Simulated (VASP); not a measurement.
HgTe:

```xyz
2
Lattice="0.0000 3.1929 3.1929 3.1929 0.0000 3.1929 3.1929 3.1929 0.0000" Properties=species:S:1:pos:R:3 pbc="T T T"
Hg    0.0000    0.0000    0.0000
Te    4.7894    4.7894    4.7894
```

Base run:

- Program: VASP 6.6.1
- Functional: r2SCAN
- Potentials or basis: VASP PAW PBE potentials, release 64 (Hg, Te)
- Cutoff: 520 eV
- k mesh: 7 × 7 × 7
- Occupations: fermi-dirac, width 0.05 eV
- Spin: no spin polarisation

Its results: band gap on the k mesh zero (filled and empty bands touch); pressure 4.5 GPa.

The run is repeated on the same cell with these changes: functional from r2SCAN to PBE0; k mesh from 7 × 7 × 7 to 4 × 4 × 4. What comes out?

Band gap on the k mesh 0.74 eV; pressure 4.2 GPa.

Several settings changed at once.

Caveats: some runs use coarse meshes; the PAW data sets were made with another functional, which shifts forces and pressure a little; spin-orbit coupling is left out, which moves the levels of the heavy elements; the cell stands under pressure (at least some runs); semilocal functionals underestimate gaps, and a narrow one can read as zero (at least some runs).

